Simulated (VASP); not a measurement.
# In3As (P4mm) in VASP: single point with PBE

Aim: the single point of In3As with PBE.

All numbers are computed with VASP 6.6.1; they aren't measurements. Logs are shortened: lines on timing, memory, paths and dates and some standing lists are left out, and cuts for length are marked.

## (1) The cell of the first run

It takes space group P4mm (No. 99, tetragonal). Conventional cell: a = 4.672 Å, b = 4.672 Å, c = 4.672 Å, α = 90.00°, β = 90.00°, γ = 90.00°. Within 4.3 Å of In (site symmetry 2mm) lie 8 In at 3.27 to 3.34 Å and 4 As at 3.30 Å. In (site symmetry 4mm) has 8 In at 3.27 to 3.34 Å and 4 As at 3.30 Å within 4.3 Å. As (site symmetry 4mm) has 12 In at 3.30 Å within 4.3 Å.

## (2) Single point, PBE

INCAR

```
SYSTEM = In3As
ALGO = Normal ; EDIFF = 1E-6
ENCUT = 500 ; GGA = PE
GGA_COMPAT = .FALSE. ; ISIF = 2
ISMEAR = 0 ; LASPH = .TRUE.
LCHARG = .FALSE. ; LREAL = .FALSE.
LWAVE = .FALSE. ; NBANDS = 30
NELM = 120 ; PREC = Accurate
SIGMA = 0.01
```

KPOINTS

```
k-points
0
G
  4 4 4
  0 0 0
```

POSCAR

```
In3As
1.0
    4.6716810000      0.0000000000      0.0000000000
    0.0000000000      4.6716810000      0.0000000000
    0.0000000000      0.0000000000      4.6716810000
In As
3 1
Direct
    0.0000000000      0.5000000000      0.5000000000
    0.5000000000      0.0000000000      0.5000000000
    0.5000000000      0.5000000000     -0.0107027856
    0.0000000000      0.0000000000      0.0000000000
```

Potentials or basis: VASP PAW PBE potentials, release 64 (In_d, As).

The run is started by

```sh
$ cat potpaw_PBE.64/In_d/POTCAR potpaw_PBE.64/As/POTCAR > POTCAR
$ mpirun -np 1 vasp_std > vasp.out
```

OUTCAR:

```text
SYSTEM = In3As
   EDIFF = 1E-6
   ENCUT = 500
   GGA = PE
   ISIF = 2
   ISMEAR = 0
   LASPH = .TRUE.
   LREAL = .FALSE.
   NELM = 120
   PREC = Accurate

 ion  position               nearest neighbor table
   1  0.000  0.500  0.500-   3 3.27   3 3.27   4 3.30   4 3.30   2 3.30   4 3.30   4 3.30   2 3.30
                             2 3.30   2 3.30   3 3.34   3 3.34
   2  0.500  0.000  0.500-   3 3.27   3 3.27   4 3.30   4 3.30   1 3.30   1 3.30   1 3.30   4 3.30
                             4 3.30   1 3.30   3 3.34   3 3.34
   3  0.500  0.500  0.989-   1 3.27   2 3.27   2 3.27   1 3.27   4 3.30   4 3.30   4 3.30   4 3.30
                             1 3.34   2 3.34   2 3.34   1 3.34
   4  0.000  0.000  0.000-   1 3.30   2 3.30   1 3.30   2 3.30   1 3.30   1 3.30   2 3.30   2 3.30
                             3 3.30   3 3.30   3 3.30   3 3.30

  LATTYP: Found a simple cubic cell.
 ALAT       =     4.6716810000

  Lattice vectors:

 A1 = (   4.6716810000,   0.0000000000,   0.0000000000)
 A2 = (   0.0000000000,   4.6716810000,   0.0000000000)
 A3 = (   0.0000000000,   0.0000000000,   4.6716810000)

Analysis of symmetry for initial positions (statically):
=====================================================================
 Subroutine PRICEL returns:
 Original cell was already a primitive cell.

 Routine SETGRP: Setting up the symmetry group for a
 simple cubic supercell.

 Subroutine GETGRP returns: Found  8 space group operations
 (whereof  8 operations were pure point group operations)
 out of a pool of 48 trial point group operations.

The static configuration has the point symmetry C_4v.

Analysis of symmetry for dynamics (positions and initial velocities):
=====================================================================
 Subroutine PRICEL returns:
 Original cell was already a primitive cell.

 Routine SETGRP: Setting up the symmetry group for a
 simple cubic supercell.

 Subroutine GETGRP returns: Found  8 space group operations
 (whereof  8 operations were pure point group operations)
 out of a pool of 48 trial point group operations.

The dynamic configuration has the point symmetry C_4v.

 Subroutine INISYM returns: Found  8 space group operations
 (whereof  8 operations are pure point group operations),
 and found     1 'primitive' translations

----------------------------------------------------------------------------------------

                                     Primitive cell

  volume of cell :     101.9576

  direct lattice vectors                    reciprocal lattice vectors
     4.671681000  0.000000000  0.000000000     0.214055711  0.000000000  0.000000000
     0.000000000  4.671681000  0.000000000     0.000000000  0.214055711  0.000000000
     0.000000000  0.000000000  4.671681000     0.000000000  0.000000000  0.214055711

  length of vectors
     4.671681000  4.671681000  4.671681000     0.214055711  0.214055711  0.214055711

  position of ions in fractional coordinates (direct lattice)
     0.000000000  0.500000000  0.500000000
     0.500000000  0.000000000  0.500000000
     0.500000000  0.500000000  0.989297214
     0.000000000  0.000000000  0.000000000

  ion indices of the primitive-cell ions
   primitive index   ion index
                 1           1
                 2           2
                 3           3
                 4           4

----------------------------------------------------------------------------------------

 KPOINTS: k-points

Automatic generation of k-mesh.
 Grid dimensions read from file:
 generate k-points for:    4    4    4

 Generating k-lattice:

  Cartesian coordinates                     Fractional coordinates (reciprocal lattice)
     0.053513928  0.000000000  0.000000000     0.250000000  0.000000000  0.000000000
     0.000000000  0.053513928  0.000000000     0.000000000  0.250000000  0.000000000
     0.000000000  0.000000000  0.053513928     0.000000000  0.000000000  0.250000000

  Length of vectors
     0.053513928  0.053513928  0.053513928

  Shift w.r.t. Gamma in fractional coordinates (k-lattice)
     0.000000000  0.000000000  0.000000000

 Subroutine IBZKPT returns following result:
 ===========================================

 Found     18 irreducible k-points:

 Following reciprocal coordinates:
            Coordinates               Weight
  0.000000  0.000000  0.000000      1.000000
  0.250000  0.000000  0.000000      4.000000
  0.000000  0.000000  0.250000      2.000000
  0.500000  0.000000  0.000000      2.000000
  0.000000  0.000000  0.500000      1.000000
  0.250000  0.250000  0.000000      4.000000
[... 10 lines left out ...]
  0.250000  0.500000  0.500000      4.000000
  0.500000  0.500000  0.500000      1.000000
   k-points           NKPTS =     18   k-points in BZ     NKDIM =     18   number of bands    NBANDS=     30
   number of dos      NEDOS =    301   number of ions     NIONS =      4
   total plane-waves  NPLWV =  46656
   dimension x,y,z NGX =    36 NGY =   36 NGZ =   36
   dimension x,y,z NGXF=    72 NGYF=   72 NGZF=   72
   ions per type =               3   1
   NGX,Y,Z   is equivalent  to a cutoff of  12.81, 12.81, 12.81 a.u.
   NGXF,Y,Z  is equivalent  to a cutoff of  25.62, 25.62, 25.62 a.u.
 SYSTEM =  In3As
   PREC   = accura    normal or accurate (medium, high low for compatibility)
   ISTART =      0    job   : 0-new  1-cont  2-samecut
   ICHARG =      2    charge: 1-file 2-atom 10-const
   ISPIN  =      1    spin polarized calculation?
   LNONCOLLINEAR =      F non collinear calculations
   LSORBIT =      F    spin-orbit coupling
   LASPH  =      T    aspherical Exc in radial PAW
   ENCUT  =  500.0 eV  36.75 Ry    6.06 a.u.   8.52  8.52  8.52*2*pi/ulx,y,z
   NELM   =    120;   NELMIN=  2; NELMDL= -5     # of ELM steps
   EDIFF  = 0.1E-05   stopping-criterion for ELM
   LREAL  =      F    real-space projection
   EDIFFG = 0.1E-04   stopping-criterion for IOM
   NSW    =      0    number of steps for IOM
   IBRION =     -1    ionic relax: 0-MD 1-quasi-New 2-CG
   NFREE  =      0    steps in history (QN), initial steepest desc. (CG)
   ISIF   =      2    stress and relaxation
   ISYM   =      2    0-nonsym 1-usesym 2-fastsym
   POTIM  = 0.5000    time-step for ionic-motion
   TEBEG  =    0.0;   TEEND  =   0.0 temperature during run
   PSTRESS=    0.0 pullay stress
   NELECT =      44.0000    total number of electrons
   NUPDOWN=      -1.0000    fix difference up-down
   EMIN   =  10.00;   EMAX   =-10.00  energy-range for DOS
   EFERMI =   0.00;   METHOD = LEGACY
   ISMEAR =     0;   SIGMA  =   0.01  broadening in eV -4-tet -1-fermi 0-gaus
   EFERMI_NEDOS =   21; number of points for ismear=-14 and -15
   IALGO  =     38    algorithm
   IMIX   =      4    mixing-type and parameters
     AMIX     =   0.40;   BMIX     =  1.00
     AMIX_MAG =   1.60;   BMIX_MAG =  1.00
  volume/ion in A,a.u.               =      25.49       172.01
  Fermi-wavevector in a.u.,A,eV,Ry     =   1.237141  2.337858 20.823961  1.530518
  Thomas-Fermi vector in A             =   2.371720
   LORBIT       =      0    0 simple, 1 ext, 2 COOP (PROOUT), +10 PAW based schemes
   GGA     = PE    functional components
   LHFCALC =     F    Hartree Fock is set to
   AEXX    =    0.0000 exact exchange contribution
   IVDW    =     0    specifies the selected vdW correction
   LEPSILON=     F    determine dielectric tensor
   LRPA    =     F    only Hartree local field effects (RPA)
 non-spin polarized calculation
 Gauss-broadening in eV      SIGMA  =   0.01
  energy-cutoff  :      500.00
  volume of cell :      101.96
 maximum number of plane-waves:      2624
 NGX is ok and might be reduce to    36
   NGX = 17   NGY = 17   NGZ = 17

 number of electron      43.9999978 magnetization

 Free energy of the ion-electron system (eV)
  ---------------------------------------------------
  ext. energy  EPLUGINS =         0.00000000
  ---------------------------------------------------
  free energy    TOTEN  =       -11.99088132 eV

  energy without entropy =      -11.99024556  energy(sigma->0) =      -11.99056344

 E-fermi :   6.9668     XC(G=0): -10.1481

 val. band max:        6.8898600345   @ k =   0.0000   0.0000   0.2500
 cond. band min:       6.9720725245   @ k =   0.2500   0.2500   0.2500
 fundamental gap:      0.0822124899
 Fermi energy:         6.9667721609

 k-point     1 :       0.0000    0.0000    0.0000
  band No.  band energies     occupation
      1      -8.0829      2.00000
      2      -8.0721      2.00000
      3      -8.0721      2.00000
      4      -8.0718      2.00000
      5      -7.9000      2.00000
      6      -7.8996      2.00000
[... 22 lines left out ...]
     29      12.6048      0.00000
     30      13.8926      0.00000

 k-point     2 :       0.2500    0.0000    0.0000
  band No.  band energies     occupation
      1      -8.0616      2.00000
      2      -8.0267      2.00000
      3      -8.0054      2.00000
      4      -8.0052      2.00000
      5      -7.8914      2.00000
      6      -7.8561      2.00000
[... 22 lines left out ...]
     29      13.7892      0.00000
     30      14.1558      0.00000

 k-point     3 :       0.0000    0.0000    0.2500
  band No.  band energies     occupation
      1      -8.0612      2.00000
      2      -8.0267      2.00000
      3      -8.0060      2.00000
      4      -8.0060      2.00000
      5      -7.8914      2.00000
      6      -7.8566      2.00000
[... 22 lines left out ...]
     29      13.7927      0.00000
     30      14.1651      0.00000

 k-point     4 :       0.5000    0.0000    0.0000
  band No.  band energies     occupation
      1      -8.0502      2.00000
      2      -7.9447      2.00000
      3      -7.8740      2.00000
      4      -7.8620      2.00000
      5      -7.8605      2.00000
      6      -7.8129      2.00000
[... 418 lines left out ...]
     29      13.4778      0.00000
     30      14.9799      0.00000

 k-point    17 :       0.2500    0.5000    0.5000
  band No.  band energies     occupation
      1      -7.9539      2.00000
      2      -7.9461      2.00000
      3      -7.9459      2.00000
      4      -7.9397      2.00000
      5      -7.8895      2.00000
      6      -7.8887      2.00000
[... 22 lines left out ...]
     29      13.4740      0.00000
     30      14.9887      0.00000

 k-point    18 :       0.5000    0.5000    0.5000
  band No.  band energies     occupation
      1      -8.0090      2.00000
      2      -7.9696      2.00000
      3      -7.9696      2.00000
      4      -7.9684      2.00000
      5      -7.9106      2.00000
      6      -7.9092      2.00000
[... 22 lines left out ...]
     29      15.7446      0.00000
     30      15.7473      0.00000

------------------------ aborting loop because EDIFF is reached ----------------------------------------

  FORCE on cell =-STRESS in cart. coord.  units (eV):
  Direction    XX          YY          ZZ          XY          YZ          ZX
  --------------------------------------------------------------------------------------
  -------------------------------------------------------------------------------------
  Total       -0.0992065     -0.0992065     -0.1006386      0.0000000      0.0000000      0.0000000
  in kB       -1.5589467     -1.5589467     -1.5814502      0.0000000      0.0000000      0.0000000
  external PRESSURE =      -1.5664479 kB  Pullay stress =       0.0000000 kB

 VOLUME and BASIS-vectors are now :
 -----------------------------------------------------------------------------
  energy-cutoff  :      500.00
  volume of cell :      101.96
      direct lattice vectors                 reciprocal lattice vectors
     4.671681000  0.000000000  0.000000000     0.214055711  0.000000000  0.000000000
     0.000000000  4.671681000  0.000000000     0.000000000  0.214055711  0.000000000
     0.000000000  0.000000000  4.671681000     0.000000000  0.000000000  0.214055711

 POSITION                                       TOTAL-FORCE (eV/Angst)
 -----------------------------------------------------------------------------------
      0.00000      2.33584      2.33584        -0.000000      0.000000     -0.077818
      2.33584      0.00000      2.33584        -0.000000      0.000000     -0.077818
      2.33584      2.33584      4.62168         0.000000     -0.000000      0.128404
      0.00000      0.00000      0.00000        -0.000000      0.000000      0.027231
 -----------------------------------------------------------------------------------
    total drift:                                0.000000      0.000000      0.000241

  FREE ENERGIE OF THE ION-ELECTRON SYSTEM (eV)
  ---------------------------------------------------
  free  energy   TOTEN  =       -11.9908813173 eV

  energy  without entropy=      -11.9902455565  energy(sigma->0) =      -11.99056344
```

It took 38 s on 1 thread of Intel Xeon Platinum 8259CL at 2.50GHz (Skylake/Cascade Lake), shared host; peak memory 0.22 GiB.

What came out:

- Free energy: -11.9909 eV
- Pressure: -0.2 GPa
- Largest force: 0.128 eV/Å
- Band gap on the k mesh: zero (bands 22 and 23 overlap by 3.79 eV)

Forces on the atoms (eV/Å):
```
In   0.000  0.000 -0.078
In   0.000  0.000 -0.078
In   0.000  0.000  0.128
As   0.000  0.000  0.027
```

Levels at points of the mesh, in eV from the Fermi level:
```
           k point  band 20  band 21  band 22  band 23  band 24  band 25
(0.00, 0.00, 0.00)    -3.19    -2.23    -2.22     1.74     1.74     1.74
(0.50, 0.00, 0.00)    -1.92    -1.54    -0.43    -0.38    -0.27     1.14
(0.00, 0.00, 0.50)    -1.92    -1.55    -0.38    -0.38    -0.33     1.14
(0.50, 0.50, 0.00)    -1.10    -0.72     0.10     0.10     1.40     1.61
(0.00, 0.50, 0.50)    -1.10    -0.72     0.10     0.10     1.42     1.56
(0.50, 0.50, 0.50)    -4.28    -4.28    -4.28    -3.69     4.36     4.36
```

Caveat: spin-orbit coupling is left out, which moves the levels of the heavy elements.
